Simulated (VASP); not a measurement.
Input of a VASP 6.6.1 run:

File INCAR:

```
SYSTEM = Ir
ALGO = Normal
EDIFF = 1E-6
ENCUT = 520
GGA = PS
ISIF = 2
ISMEAR = -1
LASPH = .TRUE.
LCHARG = .FALSE.
LREAL = .FALSE.
LWAVE = .FALSE.
NBANDS = 26
NELM = 100
PREC = Accurate
SIGMA = 0.05
```

The input KPOINTS:

```
k-points
0
G
  5 5 5
  0 0 0
```

POSCAR

```
Ir
1.0
    0.0000000000      3.8430000000      3.8430000000
    3.8430000000      0.0000000000      3.8430000000
    3.8430000000      3.8430000000      0.0000000000
Ir
4
Direct
    0.6250000000      0.6250000000      0.6250000000
    0.1250000000      0.6250000000      0.6250000000
    0.6250000000      0.6250000000      0.1250000000
    0.6250000000      0.1250000000      0.6250000000
```

Potentials or basis: VASP PAW PBE potentials, release 64 (Ir).

Run with:

```console
$ cat potpaw_PBE.64/Ir/POTCAR > POTCAR
$ mpirun -np 1 vasp_std > vasp.out
```

Question: Estimate the band gap on the k mesh.

Answer: Zero (band 18 reaches 1.76 eV, above the bottom of band 19 at 1.42 eV).

Question: What does it give for the pressure?

Answer: -21.7 GPa.

Caveat: the PAW data sets were made with another functional, which shifts forces and pressure a little; spin-orbit coupling is left out, which moves the levels of the heavy elements.
